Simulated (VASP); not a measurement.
As2Se, 6 atoms in the cell. It takes space group I4_1/amd (No. 141, tetragonal). The conventional cell has a = 6.870 Å, b = 6.870 Å, c = 5.178 Å, α = 90.00°, β = 90.00°, γ = 90.00°. Within 3.4 Å of As (site symmetry 2/m) lie 2 Se at 2.59 Å and 4 As at 2.75 Å. Se (site symmetry -4m2) has 4 As at 2.59 Å within 3.4 Å.  This cell differs from its parent crystal: volume scaled by 0.97.

- Program: VASP 6.6.1
- Task: relaxation of shape and atoms at fixed volume
- Functional: PBEsol
- Potentials or basis: VASP PAW PBE potentials, release 64 (As, Se)
- Cutoff: 600 eV
- k mesh: 8 × 8 × 8
- Occupations: gaussian, width 0.1 eV
- Spin: no spin polarisation
- Dipole correction: no
- Further INCAR settings: ALGO = Normal; EDIFF = 1e-06; IBRION = 2; EDIFFG = -0.01; NSW = 50; ISIF = 4

Potentials or basis: VASP PAW PBE potentials, release 64 (As, Se).

The run is started by

```console
$ cat potpaw_PBE.64/As/POTCAR potpaw_PBE.64/Se/POTCAR > POTCAR
$ mpirun -np 1 vasp_std > vasp.out
```

Hardware: 1 thread of Intel(R) Xeon(R) Platinum 8559C (Emerald Rapids) (shared host).

Problem. Estimate the wall time of this run.

Solution. Wall time 4.6 min on 1 thread of Intel(R) Xeon(R) Platinum 8559C (Emerald Rapids) (shared host), peak memory 0.43 GiB. Counts: scf iterations 23, k points 59, ion steps 3.
